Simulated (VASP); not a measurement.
# NaH (Pm-3m) in VASP: single point with PBEsol

Aim: the single point of NaH with PBEsol.

Everything below comes from runs of VASP 6.6.1. Logs are shortened: lines on timing, memory, paths and dates and some standing lists are left out, and cuts for length are marked.

## Step 1: The cell of the first run

The structure is cubic, space group Pm-3m (No. 221). Conventional cell: a = 2.955 Å, b = 2.955 Å, c = 2.955 Å, α = 90.00°, β = 90.00°, γ = 90.00°. Na (site symmetry m-3m) has 8 H at 2.56 Å and 6 Na at 2.96 Å within 3.4 Å. H (site symmetry m-3m) has 8 Na at 2.56 Å and 6 H at 2.96 Å within 3.4 Å.

## Step 2: Single point, PBEsol

Contents of INCAR:

```
PREC = Accurate ; ENCUT = 500
EDIFF = 1E-6 ; ISMEAR = 0
SIGMA = 0.05 ; LREAL = F
LASPH = T ; NELM = 120
ALGO = Normal ; ISIF = 2
LWAVE = F ; LCHARG = F
GGA = PS ; NBANDS = 11
GGA_COMPAT = F
```

Contents of KPOINTS:

```
regular mesh
0
Gamma
  10 10 10
```

Contents of POSCAR:

```
NaH
1.0
    2.9551240000      0.0000000000      0.0000000000
    0.0000000000      2.9551240000      0.0000000000
    0.0000000000      0.0000000000      2.9551240000
Na H
1 1
Direct
    0.0000000000      0.0000000000      0.0000000000
    0.5000000000      0.5000000000      0.5000000000
```

Potentials or basis: VASP PAW PBE potentials, release 64 (Na_pv, H).

The run is started by

```bash
$ cat potpaw_PBE.64/Na_pv/POTCAR potpaw_PBE.64/H/POTCAR > POTCAR
$ mpirun -np 1 vasp_std > vasp.out
```

OUTCAR:

```text
PREC = Accurate
   ENCUT = 500
   EDIFF = 1E-6
   ISMEAR = 0
   LREAL = F
   LASPH = T
   NELM = 120
   ISIF = 2
   GGA = PS

 ion  position               nearest neighbor table
   1  0.000  0.000  0.000-
   2  0.500  0.500  0.500-

  LATTYP: Found a simple cubic cell.
 ALAT       =     2.9551240000

  Lattice vectors:

 A1 = (   2.9551240000,   0.0000000000,   0.0000000000)
 A2 = (   0.0000000000,   2.9551240000,   0.0000000000)
 A3 = (   0.0000000000,   0.0000000000,   2.9551240000)

Analysis of symmetry for initial positions (statically):
=====================================================================
 Subroutine PRICEL returns:
 Original cell was already a primitive cell.

 Routine SETGRP: Setting up the symmetry group for a
 simple cubic supercell.

 Subroutine GETGRP returns: Found 48 space group operations
 (whereof 48 operations were pure point group operations)
 out of a pool of 48 trial point group operations.

The static configuration has the point symmetry O_h .

Analysis of symmetry for dynamics (positions and initial velocities):
=====================================================================
 Subroutine PRICEL returns:
 Original cell was already a primitive cell.

 Routine SETGRP: Setting up the symmetry group for a
 simple cubic supercell.

 Subroutine GETGRP returns: Found 48 space group operations
 (whereof 48 operations were pure point group operations)
 out of a pool of 48 trial point group operations.

The dynamic configuration has the point symmetry O_h .

 Subroutine INISYM returns: Found 48 space group operations
 (whereof 48 operations are pure point group operations),
 and found     1 'primitive' translations

----------------------------------------------------------------------------------------

                                     Primitive cell

  volume of cell :      25.8064

  direct lattice vectors                    reciprocal lattice vectors
     2.955124000  0.000000000  0.000000000     0.338395275  0.000000000  0.000000000
     0.000000000  2.955124000  0.000000000     0.000000000  0.338395275  0.000000000
     0.000000000  0.000000000  2.955124000     0.000000000  0.000000000  0.338395275

  length of vectors
     2.955124000  2.955124000  2.955124000     0.338395275  0.338395275  0.338395275

  position of ions in fractional coordinates (direct lattice)
     0.000000000  0.000000000  0.000000000
     0.500000000  0.500000000  0.500000000

  ion indices of the primitive-cell ions
   primitive index   ion index
                 1           1
                 2           2

----------------------------------------------------------------------------------------

 KPOINTS: regular mesh

Automatic generation of k-mesh.
 Grid dimensions read from file:
 generate k-points for:   10   10   10

 Generating k-lattice:

  Cartesian coordinates                     Fractional coordinates (reciprocal lattice)
     0.033839528  0.000000000  0.000000000     0.100000000  0.000000000  0.000000000
     0.000000000  0.033839528  0.000000000     0.000000000  0.100000000  0.000000000
     0.000000000  0.000000000  0.033839528     0.000000000  0.000000000  0.100000000

  Length of vectors
     0.033839528  0.033839528  0.033839528

  Shift w.r.t. Gamma in fractional coordinates (k-lattice)
     0.000000000  0.000000000  0.000000000

 Subroutine IBZKPT returns following result:
 ===========================================

 Found     56 irreducible k-points:

 Following reciprocal coordinates:
            Coordinates               Weight
  0.000000  0.000000  0.000000      1.000000
  0.100000  0.000000  0.000000      6.000000
  0.200000  0.000000  0.000000      6.000000
  0.300000  0.000000  0.000000      6.000000
  0.400000  0.000000  0.000000      6.000000
  0.500000  0.000000  0.000000      3.000000
[... 16 lines left out ...]
  0.200000  0.100000  0.100000     24.000000
  0.300000  0.100000  0.100000     24.000000
 [... further k-points ...]
   k-points           NKPTS =     56   k-points in BZ     NKDIM =     56   number of bands    NBANDS=     11
   number of dos      NEDOS =    301   number of ions     NIONS =      2
   total plane-waves  NPLWV =  13824
   dimension x,y,z NGX =    24 NGY =   24 NGZ =   24
   dimension x,y,z NGXF=    48 NGYF=   48 NGZF=   48
   ions per type =               1   1
   NGX,Y,Z   is equivalent  to a cutoff of  13.50, 13.50, 13.50 a.u.
   NGXF,Y,Z  is equivalent  to a cutoff of  27.00, 27.00, 27.00 a.u.
 SYSTEM =  unknown system
   PREC   = accura    normal or accurate (medium, high low for compatibility)
   ISTART =      0    job   : 0-new  1-cont  2-samecut
   ICHARG =      2    charge: 1-file 2-atom 10-const
   ISPIN  =      1    spin polarized calculation?
   LNONCOLLINEAR =      F non collinear calculations
   LSORBIT =      F    spin-orbit coupling
   LASPH  =      T    aspherical Exc in radial PAW
   ENCUT  =  500.0 eV  36.75 Ry    6.06 a.u.   5.39  5.39  5.39*2*pi/ulx,y,z
   NELM   =    120;   NELMIN=  2; NELMDL= -5     # of ELM steps
   EDIFF  = 0.1E-05   stopping-criterion for ELM
   LREAL  =      F    real-space projection
   EDIFFG = 0.1E-04   stopping-criterion for IOM
   NSW    =      0    number of steps for IOM
   IBRION =     -1    ionic relax: 0-MD 1-quasi-New 2-CG
   NFREE  =      0    steps in history (QN), initial steepest desc. (CG)
   ISIF   =      2    stress and relaxation
   ISYM   =      2    0-nonsym 1-usesym 2-fastsym
   POTIM  = 0.5000    time-step for ionic-motion
   TEBEG  =    0.0;   TEEND  =   0.0 temperature during run
   PSTRESS=    0.0 pullay stress
   NELECT =       8.0000    total number of electrons
   NUPDOWN=      -1.0000    fix difference up-down
   EMIN   =  10.00;   EMAX   =-10.00  energy-range for DOS
   EFERMI =   0.00;   METHOD = LEGACY
   ISMEAR =     0;   SIGMA  =   0.05  broadening in eV -4-tet -1-fermi 0-gaus
   EFERMI_NEDOS =   21; number of points for ismear=-14 and -15
   IALGO  =     38    algorithm
   IMIX   =      4    mixing-type and parameters
     AMIX     =   0.40;   BMIX     =  1.00
     AMIX_MAG =   1.60;   BMIX_MAG =  1.00
  volume/ion in A,a.u.               =      12.90        87.08
  Fermi-wavevector in a.u.,A,eV,Ry     =   1.107973  2.093765 16.702564  1.227604
  Thomas-Fermi vector in A             =   2.244494
   LORBIT       =      0    0 simple, 1 ext, 2 COOP (PROOUT), +10 PAW based schemes
   GGA     = PS    functional components
   LHFCALC =     F    Hartree Fock is set to
   AEXX    =    0.0000 exact exchange contribution
   IVDW    =     0    specifies the selected vdW correction
   LEPSILON=     F    determine dielectric tensor
   LRPA    =     F    only Hartree local field effects (RPA)
 non-spin polarized calculation
 Gauss-broadening in eV      SIGMA  =   0.05
  energy-cutoff  :      500.00
  volume of cell :       25.81
 maximum number of plane-waves:       691
 NGX is ok and might be reduce to    24
   NGX = 11   NGY = 11   NGZ = 11

 number of electron       8.0000007 magnetization

 Free energy of the ion-electron system (eV)
  ---------------------------------------------------
  ext. energy  EPLUGINS =         0.00000000
  ---------------------------------------------------
  free energy    TOTEN  =        -4.78837547 eV

  energy without entropy =       -4.78837547  energy(sigma->0) =       -4.78837547

 E-fermi :   1.6459     XC(G=0):  -8.2602

 val. band max:        1.3724911959   @ k =   0.5000   0.5000   0.5000
 cond. band min:       2.1763491828   @ k =   0.5000   0.0000   0.0000
 fundamental gap:      0.8038579870
 Fermi energy:         1.6459099447

 k-point     1 :       0.0000    0.0000    0.0000
  band No.  band energies     occupation
      1     -23.1187      2.00000
      2     -23.1187      2.00000
      3     -23.1187      2.00000
      4      -4.6994      2.00000
      5      10.0117      0.00000
      6      12.0741      0.00000
      7      12.0741      0.00000
      8      13.6668      0.00000
      9      13.6668      0.00000
     10      13.6668      0.00000
     11      26.9375      0.00000

 k-point     2 :       0.1000    0.0000    0.0000
  band No.  band energies     occupation
      1     -23.1363      2.00000
      2     -23.1171      2.00000
      3     -23.1171      2.00000
      4      -4.5410      2.00000
      5       9.0280      0.00000
      6      11.1362      0.00000
      7      12.2398      0.00000
      8      13.7865      0.00000
      9      13.7865      0.00000
     10      15.9652      0.00000
     11      25.3845      0.00000

 k-point     3 :       0.2000    0.0000    0.0000
  band No.  band energies     occupation
      1     -23.1821      2.00000
      2     -23.1132      2.00000
      3     -23.1132      2.00000
      4      -4.0798      2.00000
      5       6.7547      0.00000
      6      11.2312      0.00000
      7      12.7334      0.00000
      8      14.1388      0.00000
      9      14.1388      0.00000
     10      19.2273      0.00000
     11      23.1695      0.00000

 k-point     4 :       0.3000    0.0000    0.0000
  band No.  band energies     occupation
      1     -23.2383      2.00000
      2     -23.1082      2.00000
      3     -23.1082      2.00000
      4      -3.3692      2.00000
      5       4.5944      0.00000
      6      11.6210      0.00000
      7      13.5392      0.00000
      8      14.6950      0.00000
      9      14.6950      0.00000
     10      20.7992      0.00000
     11      21.2018      0.00000
[... 239 lines left out ...]
 k-point    22 :       0.1000    0.1000    0.1000
  band No.  band energies     occupation
      1     -23.1361      2.00000
      2     -23.1314      2.00000
      3     -23.1314      2.00000
      4      -4.2298      2.00000
      5       8.6188      0.00000
      6      10.1913      0.00000
      7      10.1913      0.00000
      8      15.5428      0.00000
      9      16.4411      0.00000
     10      16.4411      0.00000
     11      22.9989      0.00000

 k-point    23 :       0.2000    0.1000    0.1000
  band No.  band energies     occupation
      1     -23.1783      2.00000
      2     -23.1298      2.00000
      3     -23.1272      2.00000
      4      -3.7796      2.00000
      5       6.9739      0.00000
      6       9.7292      0.00000
      7      10.6425      0.00000
      8      15.9965      0.00000
      9      16.6870      0.00000
     10      19.4001      0.00000
     11      20.6512      0.00000

 k-point    24 :       0.3000    0.1000    0.1000
  band No.  band energies     occupation
      1     -23.2334      2.00000
      2     -23.1245      2.00000
      3     -23.1220      2.00000
      4      -3.0877      2.00000
      5       4.8882      0.00000
      6      10.1556      0.00000
      7      11.3900      0.00000
      8      16.4097      0.00000
      9      16.5502      0.00000
     10      19.2459      0.00000
     11      19.8202      0.00000

 [... further k-points ...]
[... 5 lines left out ...]
  --------------------------------------------------------------------------------------
  -------------------------------------------------------------------------------------
  Total       -0.0775891     -0.0775891     -0.0775891      0.0000000     -0.0000000      0.0000000
  in kB       -4.8170859     -4.8170859     -4.8170859      0.0000000     -0.0000000      0.0000000
  external PRESSURE =      -4.8170859 kB  Pullay stress =       0.0000000 kB

 VOLUME and BASIS-vectors are now :
 -----------------------------------------------------------------------------
  energy-cutoff  :      500.00
  volume of cell :       25.81
      direct lattice vectors                 reciprocal lattice vectors
     2.955124000  0.000000000  0.000000000     0.338395275  0.000000000  0.000000000
     0.000000000  2.955124000  0.000000000     0.000000000  0.338395275  0.000000000
     0.000000000  0.000000000  2.955124000     0.000000000  0.000000000  0.338395275

 POSITION                                       TOTAL-FORCE (eV/Angst)
 -----------------------------------------------------------------------------------
      0.00000      0.00000      0.00000         0.000000      0.000000      0.000000
      1.47756      1.47756      1.47756         0.000000      0.000000      0.000000
 -----------------------------------------------------------------------------------
    total drift:                                0.000000      0.000000      0.000000

  FREE ENERGIE OF THE ION-ELECTRON SYSTEM (eV)
  ---------------------------------------------------
  free  energy   TOTEN  =        -4.7883754735 eV

  energy  without entropy=       -4.7883754735  energy(sigma->0) =       -4.78837547
```

It took 25 s on 1 thread of AMD EPYC 7R13, shared host; peak memory 0.11 GiB.

Results:

```yaml
Free_energy: -4.7884 eV
Pressure: -0.5 GPa
Band_gap_on_the_k_mesh: 0.80 eV, indirect (least direct gap 4.31 eV)
```

Levels at points of the mesh, in eV from the valence-band top:
```csv
k point,band 1,band 2,band 3,band 4,band 5,band 6,band 7,band 8
"(0.00, 0.00, 0.00)",-24.49,-24.49,-24.49,-6.07,8.64,10.70,10.70,12.29
"(0.50, 0.00, 0.00)",-24.67,-24.48,-24.48,-3.51,0.80,10.78,13.96,14.34
"(0.50, 0.50, 0.00)",-24.64,-24.64,-24.46,-1.79,4.03,4.03,6.62,14.55
"(0.50, 0.50, 0.50)",-24.62,-24.62,-24.62,0.00,6.66,6.66,6.66,8.88
```

Caveat: the PAW data sets were made with another functional, which shifts forces and pressure a little. A k mesh can miss the band edges.
